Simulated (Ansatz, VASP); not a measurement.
One calculation of HgTe, two programs

Contents of INCAR:

```
SYSTEM = HgTe
PREC = Accurate
ENCUT = 520
EDIFF = 1E-6
ISMEAR = -1
SIGMA = 0.05
LREAL = .FALSE.
LASPH = .TRUE.
NELM = 60
ALGO = Normal
ISIF = 2
LWAVE = .FALSE.
LCHARG = .FALSE.
GGA = PS
NBANDS = 16
```

KPOINTS

```
regular mesh
0
G
  9 9 9
  0 0 0
```

The input POSCAR:

```
HgTe
1.0
    0.0000000000      3.2235000000      3.2879700000
    3.2235000000      0.0000000000      3.2879700000
    3.2235000000      3.2235000000      0.0000000000
Hg Te
1 1
Direct
    0.0000000000      0.0000000000      0.0000000000
    0.7500000000      0.7500000000      0.7500000000
```

Input for Ansatz:

```yaml
crystal:
  lattice:
    - [0.0, 3.2235, 3.28797]
    - [3.2235, 0.0, 3.28797]
    - [3.2235, 3.2235, 0.0]
  atoms:
    - { symbol: Hg, position: [0.0, 0.0, 0.0] }
    - { symbol: Te, position: [0.75, 0.75, 0.75] }
kpoints:
  mp_grid: { grid: [9, 9, 9] }
  band_path:
    path:
      - [0.0, 0.0, 0.0]
      - [0.5, 0.0, 0.5]
      - [0.75, 0.25, 0.5]
      - [0.5, 0.5, 0.5]
      - [0.0, 0.0, 0.0]
      - [0.5, 0.5, 0.0]
      - [0.6298539023, 0.6298539023, 0.2597078047]
      - [0.3701460977, 0.3701460977, 0.7402921953]
      - [0.0, 0.0, 0.0]
    npoints: 5
scf:
  occupations: { method: fermi_dirac, width: 0.05 }
hamiltonian:
  xc: pbesol
  pseudopotentials: { kind: all_electron, lapw: { basis_error: 0.0005 } }
output:
  forces: true
  stress: true
  eigenvalues: true
```

Change from the starting cell: zz strain of +2 %.

Alike in both runs: task single point; functional PBEsol; k mesh 9 × 9 × 9; occupations fermi-dirac, width 0.05 eV; no spin polarisation.

|  | VASP | Ansatz |
| --- | --- | --- |
| version | VASP 6.6.1 | Ansatz 0.2.0 |
| potentials or method | VASP PAW PBE potentials, release 64 (Hg, Te), cutoff 520 eV | all-electron LAPW, scalar-relativistic |

```csv
,VASP,Ansatz,Ansatz less VASP
pressure (GPa),0.5,0.4,-0.10
"traceless stress, the component that is largest in VASP (GPa)",-0.21,-0.21,0.000
```

VASP's potentials were made for PBE, not for PBEsol. Ansatz ran all-electron here, and VASP with PAW potentials.

Spin-orbit coupling is off throughout.
